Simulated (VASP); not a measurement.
Crystal: NbH2.

```
Nb H
1.0
     0.00000    2.28150    2.28150
     2.28150    0.00000    2.28150
     2.28150    2.28150    0.00000
Nb H
1 2
Direct
  0.00000 0.00000 0.00000
  0.25000 0.25000 0.25000
  0.75000 0.75000 0.75000
```

| Property | Result |
| --- | --- |
| Program | VASP 6.6.1 |
| Task | relaxation of cell and atoms |
| Functional | PBEsol |
| Potentials or basis | VASP PAW PBE potentials, release 64 (Nb_sv, H) |
| Cutoff | 600 eV |
| k mesh | 12 × 12 × 12 |
| Occupations | fermi-dirac, width 0.05 eV |
| Spin | no spin polarisation |

At the start: pressure -5.7 GPa; volume 7.92 Å³/atom.

Q: How do energy, volume and symmetry change on relaxing?

A: Over 3 steps the energy falls by 4.4 meV/atom and the volume is 7.67 Å³/atom (-3.1 %); space group Fm-3m (No. 225, to 0.05 Å).

The path:
```
step  energy change (eV)  largest force (eV/Å)  pressure (GPa)  volume (Å³)
   1              0.0000                0.0000           -5.67        23.75
   2             -0.0121                0.0000            1.86        22.80
   3             -0.0133                0.0000            0.01        23.02
```

Final structure:
```
Nb H
1.0
     0.00000    2.25777    2.25777
     2.25777    0.00000    2.25777
     2.25777    2.25777    0.00000
Nb H
1 2
Direct
  0.00000 0.00000 0.00000
  0.25000 0.25000 0.25000
  0.75000 0.75000 0.75000
```

Caveat: the PAW data sets were made with another functional, which shifts forces and pressure a little.
